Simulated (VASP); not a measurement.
# KI (I-4m2) in VASP: notebook

KI is run at these levels: PBE; tasks: single point, relaxation of cell and atoms.

Everything below comes from runs of VASP 6.6.1. Logs are shortened: lines on timing, memory, paths and dates and some standing lists are left out, and cuts for length are marked.

## (1) The cell of the first run

The typed cell holds 2 atoms: a = 5.329 Å, b = 5.329 Å, c = 5.329 Å, α = 120.04°, β = 120.04°, γ = 89.93°.

## (2) Single point, PBE

INCAR

```
SYSTEM = KI
PREC = Accurate
ENCUT = 520
EDIFF = 1E-7
ISMEAR = 0
SIGMA = 0.1
LREAL = .FALSE.
LASPH = .TRUE.
NELM = 60
ALGO = Normal
ISIF = 2
LWAVE = .FALSE.
LCHARG = .FALSE.
GGA = PE
NBANDS = 15
```

KPOINTS

```
regular mesh
0
G
  6 6 6
  0 0 0
```

POSCAR

```
KI
1.0
   -2.6625694861      2.6625694861      3.7702335166
    2.6625694861     -2.6625694861      3.7702335166
    2.6625694861      2.6625694861     -3.7702335166
K I
1 1
Direct
    0.2500000000      0.7500000000      0.5000000000
    0.0000000000      0.0000000000      0.0000000000
```

Potentials or basis: VASP PAW PBE potentials, release 64 (K_sv, I).

The run is started by

```bash
$ cat potpaw_PBE.64/K_sv/POTCAR potpaw_PBE.64/I/POTCAR > POTCAR
$ mpirun -np 1 vasp_std > vasp.out
```

OUTCAR:

```text
SYSTEM = KI
   PREC = Accurate
   ENCUT = 520
   EDIFF = 1E-7
   ISMEAR = 0
   LREAL = .FALSE.
   LASPH = .TRUE.
   NELM = 60
   ISIF = 2
   GGA = PE

 ion  position               nearest neighbor table
   1  0.250  0.750  0.500-   2 3.26   2 3.26   2 3.26   2 3.26
   2  0.000  0.000  0.000-   1 3.26   1 3.26   1 3.26   1 3.26

  LATTYP: Found a body centered tetragonal cell.
 ALAT       =     5.3251389722
 C/A-ratio  =     1.4160131919

  Lattice vectors:

 A1 = (  -2.6625694861,   2.6625694861,   3.7702335166)
 A2 = (   2.6625694861,  -2.6625694861,   3.7702335166)
 A3 = (   2.6625694861,   2.6625694861,  -3.7702335166)

Analysis of symmetry for initial positions (statically):
=====================================================================
 Subroutine PRICEL returns:
 Original cell was already a primitive cell.

 Routine SETGRP: Setting up the symmetry group for a
 body centered tetragonal supercell.

 Subroutine GETGRP returns: Found  8 space group operations
 (whereof  8 operations were pure point group operations)
 out of a pool of 16 trial point group operations.

The static configuration has the point symmetry D_2d.

Analysis of symmetry for dynamics (positions and initial velocities):
=====================================================================
 Subroutine PRICEL returns:
 Original cell was already a primitive cell.

 Routine SETGRP: Setting up the symmetry group for a
 body centered tetragonal supercell.

 Subroutine GETGRP returns: Found  8 space group operations
 (whereof  8 operations were pure point group operations)
 out of a pool of 16 trial point group operations.

The dynamic configuration has the point symmetry D_2d.

 Subroutine INISYM returns: Found  8 space group operations
 (whereof  8 operations are pure point group operations),
 and found     1 'primitive' translations

----------------------------------------------------------------------------------------

                                     Primitive cell

  volume of cell :     106.9129

  direct lattice vectors                    reciprocal lattice vectors
    -2.662569486  2.662569486  3.770233517     0.000000000  0.187788526  0.132617780
     2.662569486 -2.662569486  3.770233517     0.187788526  0.000000000  0.132617780
     2.662569486  2.662569486 -3.770233517     0.187788526  0.187788526  0.000000000

  length of vectors
     5.328528250  5.328528250  5.328528250     0.229895642  0.229895642  0.265573081

  position of ions in fractional coordinates (direct lattice)
     0.250000000  0.750000000  0.500000000
     0.000000000  0.000000000  0.000000000

  ion indices of the primitive-cell ions
   primitive index   ion index
                 1           1
                 2           2

----------------------------------------------------------------------------------------

 KPOINTS: regular mesh

Automatic generation of k-mesh.
 Grid dimensions read from file:
 generate k-points for:    6    6    6

 Generating k-lattice:

  Cartesian coordinates                     Fractional coordinates (reciprocal lattice)
     0.000000000  0.031298088  0.022102963     0.166666667 -0.000000000  0.000000000
     0.031298088  0.000000000  0.022102963    -0.000000000  0.166666667  0.000000000
     0.031298088  0.031298088  0.000000000     0.000000000  0.000000000  0.166666667

  Length of vectors
     0.038315940  0.038315940  0.044262180

  Shift w.r.t. Gamma in fractional coordinates (k-lattice)
     0.000000000  0.000000000  0.000000000

 Subroutine IBZKPT returns following result:
 ===========================================

 Found     30 irreducible k-points:

 Following reciprocal coordinates:
            Coordinates               Weight
  0.000000  0.000000  0.000000      1.000000
  0.166667  0.000000  0.000000      8.000000
  0.333333  0.000000  0.000000      8.000000
  0.500000  0.000000 -0.000000      4.000000
  0.166667  0.166667  0.000000      8.000000
  0.333333  0.166667  0.000000     16.000000
[... 16 lines left out ...]
 -0.333333 -0.333333  0.166667      8.000000
 -0.166667 -0.333333  0.166667      8.000000
 [... further k-points ...]
   k-points           NKPTS =     30   k-points in BZ     NKDIM =     30   number of bands    NBANDS=     15
   number of dos      NEDOS =    301   number of ions     NIONS =      2
   total plane-waves  NPLWV =  64000
   dimension x,y,z NGX =    40 NGY =   40 NGZ =   40
   dimension x,y,z NGXF=    80 NGYF=   80 NGZF=   80
   ions per type =               1   1
   NGX,Y,Z   is equivalent  to a cutoff of  12.48, 12.48, 12.48 a.u.
   NGXF,Y,Z  is equivalent  to a cutoff of  24.96, 24.96, 24.96 a.u.
 SYSTEM =  KI
   PREC   = accura    normal or accurate (medium, high low for compatibility)
   ISTART =      0    job   : 0-new  1-cont  2-samecut
   ICHARG =      2    charge: 1-file 2-atom 10-const
   ISPIN  =      1    spin polarized calculation?
   LNONCOLLINEAR =      F non collinear calculations
   LSORBIT =      F    spin-orbit coupling
   LASPH  =      T    aspherical Exc in radial PAW
   ENCUT  =  520.0 eV  38.22 Ry    6.18 a.u.   9.91  9.91  9.91*2*pi/ulx,y,z
   NELM   =     60;   NELMIN=  2; NELMDL= -5     # of ELM steps
   EDIFF  = 0.1E-06   stopping-criterion for ELM
   LREAL  =      F    real-space projection
   EDIFFG = 0.1E-05   stopping-criterion for IOM
   NSW    =      0    number of steps for IOM
   IBRION =     -1    ionic relax: 0-MD 1-quasi-New 2-CG
   NFREE  =      0    steps in history (QN), initial steepest desc. (CG)
   ISIF   =      2    stress and relaxation
   ISYM   =      2    0-nonsym 1-usesym 2-fastsym
   POTIM  = 0.5000    time-step for ionic-motion
   TEBEG  =    0.0;   TEEND  =   0.0 temperature during run
   PSTRESS=    0.0 pullay stress
   NELECT =      16.0000    total number of electrons
   NUPDOWN=      -1.0000    fix difference up-down
   EMIN   =  10.00;   EMAX   =-10.00  energy-range for DOS
   EFERMI =   0.00;   METHOD = LEGACY
   ISMEAR =     0;   SIGMA  =   0.10  broadening in eV -4-tet -1-fermi 0-gaus
   EFERMI_NEDOS =   21; number of points for ismear=-14 and -15
   IALGO  =     38    algorithm
   IMIX   =      4    mixing-type and parameters
     AMIX     =   0.40;   BMIX     =  1.00
     AMIX_MAG =   1.60;   BMIX_MAG =  1.00
  volume/ion in A,a.u.               =      53.46       360.74
  Fermi-wavevector in a.u.,A,eV,Ry     =   0.869170  1.642493 10.278612  0.755457
  Thomas-Fermi vector in A             =   1.987954
   LORBIT       =      0    0 simple, 1 ext, 2 COOP (PROOUT), +10 PAW based schemes
   GGA     = PE    functional components
   LHFCALC =     F    Hartree Fock is set to
   AEXX    =    0.0000 exact exchange contribution
   IVDW    =     0    specifies the selected vdW correction
   LEPSILON=     F    determine dielectric tensor
   LRPA    =     F    only Hartree local field effects (RPA)
 non-spin polarized calculation
 Gauss-broadening in eV      SIGMA  =   0.10
  energy-cutoff  :      520.00
  volume of cell :      106.91
 maximum number of plane-waves:      2899
   NGX = 19   NGY = 19   NGZ = 19

 number of electron      16.0000002 magnetization

 Free energy of the ion-electron system (eV)
  ---------------------------------------------------
  ext. energy  EPLUGINS =         0.00000000
  ---------------------------------------------------
  free energy    TOTEN  =        -5.28004987 eV

  energy without entropy =       -5.28004987  energy(sigma->0) =       -5.28004987

 E-fermi :  -1.2016     XC(G=0):  -6.2441

 val. band max:       -1.6670469701   @ k =  -0.1667   0.1667   0.1667
 cond. band min:       2.5110409616   @ k =   0.0000   0.0000   0.0000
 fundamental gap:      4.1780879317
 Fermi energy:        -1.2016050661

 k-point     1 :       0.0000    0.0000    0.0000
  band No.  band energies     occupation
      1     -29.7769      2.00000
      2     -13.2996      2.00000
      3     -13.2996      2.00000
      4     -13.2995      2.00000
      5     -11.7637      2.00000
      6      -1.6812      2.00000
      7      -1.6805      2.00000
      8      -1.6805      2.00000
      9       2.5110      0.00000
     10       6.0376      0.00000
     11       6.0467      0.00000
     12       6.8649      0.00000
     13       6.8685      0.00000
     14       6.8685      0.00000
     15       8.1053      0.00000

 k-point     2 :       0.1667    0.0000    0.0000
  band No.  band energies     occupation
      1     -29.7766      2.00000
      2     -13.3382      2.00000
      3     -13.3012      2.00000
      4     -13.3011      2.00000
      5     -11.7081      2.00000
      6      -1.8564      2.00000
      7      -1.6786      2.00000
      8      -1.6778      2.00000
      9       2.9797      0.00000
     10       5.7867      0.00000
     11       5.7932      0.00000
     12       6.5136      0.00000
     13       7.2548      0.00000
     14       7.2575      0.00000
     15       7.4430      0.00000

 k-point     3 :       0.3333    0.0000    0.0000
  band No.  band energies     occupation
      1     -29.7760      2.00000
      2     -13.4084      2.00000
      3     -13.3044      2.00000
      4     -13.3044      2.00000
      5     -11.6040      2.00000
      6      -2.1348      2.00000
      7      -1.6746      2.00000
      8      -1.6733      2.00000
      9       3.8703      0.00000
     10       5.6312      0.00000
     11       5.6363      0.00000
     12       5.7336      0.00000
     13       7.2476      0.00000
     14       7.2517      0.00000
     15       7.2544      0.00000
[... 343 lines left out ...]
 k-point    23 :      -0.3333   -0.3333    0.1667
  band No.  band energies     occupation
      1     -29.7755      2.00000
      2     -13.4401      2.00000
      3     -13.3158      2.00000
      4     -13.3094      2.00000
      5     -11.5377      2.00000
      6      -2.1309      2.00000
      7      -1.8245      2.00000
      8      -1.6945      2.00000
      9       4.1511      0.00000
     10       4.9170      0.00000
     11       5.7283      0.00000
     12       6.2997      0.00000
     13       7.1797      0.00000
     14       7.6006      0.00000
     15       7.9848      0.00000

 k-point    24 :      -0.1667   -0.3333    0.1667
  band No.  band energies     occupation
      1     -29.7760      2.00000
      2     -13.4031      2.00000
      3     -13.3076      2.00000
      4     -13.3069      2.00000
      5     -11.6035      2.00000
      6      -2.0792      2.00000
      7      -1.7168      2.00000
      8      -1.6921      2.00000
      9       3.8466      0.00000
     10       4.9494      0.00000
     11       5.9875      0.00000
     12       6.2070      0.00000
     13       7.2541      0.00000
     14       7.4428      0.00000
     15       7.5258      0.00000

 [... further k-points ...]
[... 5 lines left out ...]
  --------------------------------------------------------------------------------------
  -------------------------------------------------------------------------------------
  Total        1.2905474      1.2905474      1.2931370      0.0000000      0.0000000      0.0000000
  in kB       19.3399077     19.3399077     19.3787145      0.0000000      0.0000000      0.0000000
  external PRESSURE =      19.3528433 kB  Pullay stress =       0.0000000 kB

 VOLUME and BASIS-vectors are now :
 -----------------------------------------------------------------------------
  energy-cutoff  :      520.00
  volume of cell :      106.91
      direct lattice vectors                 reciprocal lattice vectors
    -2.662569486  2.662569486  3.770233517     0.000000000  0.187788526  0.132617780
     2.662569486 -2.662569486  3.770233517     0.187788526  0.000000000  0.132617780
     2.662569486  2.662569486 -3.770233517     0.187788526  0.187788526  0.000000000

 POSITION                                       TOTAL-FORCE (eV/Angst)
 -----------------------------------------------------------------------------------
      2.66257      0.00000      1.88512        -0.000000      0.000000      0.000000
      0.00000      0.00000      0.00000         0.000000     -0.000000     -0.000000
 -----------------------------------------------------------------------------------
    total drift:                               -0.000000      0.000000     -0.000000

  FREE ENERGIE OF THE ION-ELECTRON SYSTEM (eV)
  ---------------------------------------------------
  free  energy   TOTEN  =        -5.2800498749 eV

  energy  without entropy=       -5.2800498749  energy(sigma->0) =       -5.28004987
```

Run time: 90 s. Hardware: 1 thread of Oxide Virtual Turin-like, shared host; peak memory 0.22 GiB.

Results:

```
Free energy            : -5.2800 eV
Pressure               : 1.9 GPa
Band gap on the k mesh : 4.18 eV, indirect (least direct gap 4.19 eV)
```

Caveat: spin-orbit coupling is left out, which moves the levels of the heavy elements.

## (3) Single point, PBE

This run uses another cell than the first one, of 63.84 Å³/atom, 1.194 times its volume.

INCAR

```
SYSTEM = KI
PREC = Accurate
ENCUT = 520
EDIFF = 1E-6
ISMEAR = 0
SIGMA = 0.02
LREAL = .False.
LASPH = .True.
NELM = 80
ALGO = Normal
ISIF = 2
LWAVE = .False.
LCHARG = .False.
GGA = PE
NBANDS = 15
```

KPOINTS

```
Automatic mesh
0
Gamma
  6 6 6
  0 0 0
```

POSCAR

```
KI
1.0
   -2.8249441441      2.8249441441      4.0000456437
    2.8249441441     -2.8249441441      4.0000456437
    2.8249441441      2.8249441441     -4.0000456437
K I
1 1
Direct
    0.2500000000      0.7500000000      0.5000000000
    0.0000000000      0.0000000000      0.0000000000
```

Potentials or basis: VASP PAW PBE potentials, release 64 (K_sv, I).

The run is started by

```bash
$ cat potpaw_PBE.64/K_sv/POTCAR potpaw_PBE.64/I/POTCAR > POTCAR
$ mpirun -np 1 vasp_std > vasp.out
```

Run time: 95 s. Hardware: 1 thread of Oxide Virtual Turin-like, shared host; peak memory 0.24 GiB.

Results (log left out):

```yaml
Free_energy: -5.3879 eV
Pressure: 0.0 GPa
Band_gap_on_the_k_mesh: 3.89 eV, indirect (the least direct gap lies 2.3 meV higher)
```

Levels at points of the mesh, in eV from the valence-band top:
```csv
k point,band 6,band 7,band 8,band 9,band 10,band 11
"(0.00, 0.00, 0.00)",0.00,0.00,0.00,3.89,7.51,7.51
"(0.50, 0.00, 0.00)",-0.45,-0.01,-0.01,5.61,6.44,7.08
"(0.50, 0.50, 0.00)",-0.46,-0.06,-0.06,5.27,6.22,7.77
"(0.50, 0.50, 0.50)",-0.47,-0.06,-0.06,5.27,6.23,7.76
```

Caveat: spin-orbit coupling is left out, which moves the levels of the heavy elements. A k mesh can miss the band edges.

## (4) Relaxation of cell and atoms, PBE

INCAR

```
PREC = Accurate
ENCUT = 600
EDIFF = 1E-6
ISMEAR = 0
SIGMA = 0.02
LREAL = False
LASPH = True
NELM = 80
ALGO = Normal
ISIF = 3
LWAVE = False
LCHARG = False
GGA = PE
IBRION = 2
NSW = 80
EDIFFG = -0.01
```

KPOINTS

```
regular mesh
0
Gamma
  6 6 6
```

POSCAR

```
KI
1.0
   -2.6625694861      2.6625694861      3.7702335166
    2.6625694861     -2.6625694861      3.7702335166
    2.6625694861      2.6625694861     -3.7702335166
K I
1 1
Direct
    0.2500000000      0.7500000000      0.5000000000
    0.0000000000      0.0000000000      0.0000000000
```

The run is started by

```bash
$ cat potpaw_PBE.64/K_sv/POTCAR potpaw_PBE.64/I/POTCAR > POTCAR
$ mpirun -np 1 vasp_std > vasp.out
```

It took 4.6 min on 1 thread of Oxide Virtual Turin-like, shared host; peak memory 0.33 GiB.

It converged, with:

```
Free energy                            : -5.3871 eV
Relaxed volume                         : 63.82 Å³/atom
Relaxed cell                           : a = 5.653 Å, b = 5.653 Å, c = 5.653 Å, α = 120.05°, β = 120.05°, γ = 89.92°
Space group after relaxing (to 0.05 Å) : F-43m (No. 216)
Energy gained by relaxing              : 53.5 meV/atom
Ionic steps                            : 4
Pressure after relaxing                : 0.0 GPa
Band gap on the k mesh                 : 3.89 eV, indirect (the least direct gap lies 2.4 meV higher)
```

Step by step:
```tsv
step	energy change (eV)	largest force (eV/Å)	pressure (GPa)	volume (Å³)
1	0.0000	0.0000	1.95	106.91
2	-0.0842	0.0000	0.75	117.29
3	-0.1058	0.0000	0.15	125.33
4	-0.1069	0.0000	0.01	127.64
```

Final structure:
```
CELL_PARAMETERS angstrom
-2.82447 2.82447 3.99994
2.82447 -2.82447 3.99994
2.82447 2.82447 -3.99994
ATOMIC_POSITIONS crystal
K 0.25000 0.75000 0.50000
I 0.00000 0.00000 0.00000
```

Levels at points of the mesh, in eV from the valence-band top:
```
           k point  band 6  band 7  band 8  band 9  band 10  band 11
(0.00, 0.00, 0.00)    0.00    0.00    0.00    3.89     7.51     7.51
(0.50, 0.00, 0.00)   -0.45   -0.01   -0.01    5.61     6.44     7.08
(0.50, 0.50, 0.00)   -0.47   -0.06   -0.06    5.27     6.22     7.77
(0.50, 0.50, 0.50)   -0.47   -0.06   -0.06    5.27     6.22     7.77
```

Caveat: the volume moved by over 15 % at a fixed basis, so the end points are rough; spin-orbit coupling is left out, which moves the levels of the heavy elements. A k mesh can miss the band edges.

## (5) Relaxation of cell and atoms, PBE

This run uses another cell than the first one, of 63.84 Å³/atom, 1.194 times its volume.

INCAR

```
SYSTEM = KI
PREC = Accurate ; ENCUT = 600
EDIFF = 1E-6 ; ISMEAR = 0
SIGMA = 0.02 ; LREAL = .False.
LASPH = .True. ; NELM = 100
ALGO = Normal ; ISIF = 3
LWAVE = .False. ; LCHARG = .False.
GGA = PE ; IBRION = 2
NSW = 80 ; EDIFFG = -0.01
```

KPOINTS

```
regular mesh
0
Gamma
  6 6 6
  0 0 0
```

POSCAR

```
KI
1.0
   -2.8249441441      2.8249441441      4.0000456437
    2.8249441441     -2.8249441441      4.0000456437
    2.8249441441      2.8249441441     -4.0000456437
K I
1 1
Direct
    0.2500000000      0.7500000000      0.5000000000
    0.0000000000      0.0000000000      0.0000000000
```

The run is started by

```bash
$ cat potpaw_PBE.64/K_sv/POTCAR potpaw_PBE.64/I/POTCAR > POTCAR
$ mpirun -np 1 vasp_std > vasp.out
```

Run time: 87 s. Hardware: 1 thread of Oxide Virtual Turin-like, shared host; peak memory 0.29 GiB.

The run converged. Its results:

```yaml
Free_energy: -5.3880 eV
Pressure_after_relaxing: 0.0 GPa
Band_gap_on_the_k_mesh: 3.89 eV, indirect (the least direct gap lies 2.3 meV higher)
```

Final structure:
```
K I
1.0
    -2.82494    2.82494    4.00005
     2.82494   -2.82494    4.00005
     2.82494    2.82494   -4.00005
K I
1 1
Direct
  0.25000 0.75000 0.50000
  0.00000 0.00000 0.00000
```

Levels at points of the mesh, in eV from the valence-band top:
| k point | band 6 | band 7 | band 8 | band 9 | band 10 | band 11 |
| --- | --- | --- | --- | --- | --- | --- |
| (0.00, 0.00, 0.00) | 0.00 | 0.00 | 0.00 | 3.89 | 7.51 | 7.51 |
| (0.50, 0.00, 0.00) | -0.45 | -0.01 | -0.01 | 5.61 | 6.44 | 7.08 |
| (0.50, 0.50, 0.00) | -0.46 | -0.06 | -0.06 | 5.27 | 6.22 | 7.77 |
| (0.50, 0.50, 0.50) | -0.47 | -0.06 | -0.06 | 5.27 | 6.23 | 7.76 |

Caveat: the relaxation stopped at its first step, so nothing moved; spin-orbit coupling is left out, which moves the levels of the heavy elements. A k mesh can miss the band edges.

## (6) Summary

| task | cell | cutoff (eV) | smearing | gap on the mesh (eV) | pressure (GPa) |
| --- | --- | --- | --- | --- | --- |
| single point | a = 5.329 Å, angles 120.0, 120.0, 89.9°, 2 atoms | 520 | gaussian 0.1 eV | 4.18 | 1.9 |
| single point | a = 5.653 Å, angles 120.0, 120.0, 89.9°, 2 atoms | 520 | gaussian 0.02 eV | 3.89 | 0.0 |
| relaxation of cell and atoms | relaxed from a = 5.329 Å, angles 120.0, 120.0, 89.9°, 2 atoms | 600 | gaussian 0.02 eV | 3.89 | 0.0 |
| relaxation of cell and atoms | relaxed from a = 5.653 Å, angles 120.0, 120.0, 89.9°, 2 atoms | 600 | gaussian 0.02 eV | 3.89 | 0.0 |

Alike in all rows: level PBE; potentials or basis VASP PAW PBE potentials, release 64 (K_sv, I); no spin polarisation; k mesh 6 × 6 × 6.

Caveats: spin-orbit coupling is left out, which moves the levels of the heavy elements; the volume moved by over 15 % at a fixed basis, so the end points are rough (some runs); the relaxation stopped at its first step, so nothing moved (some runs).

Total energies depend on the potentials used, so only differences within one code and one set of settings carry meaning.
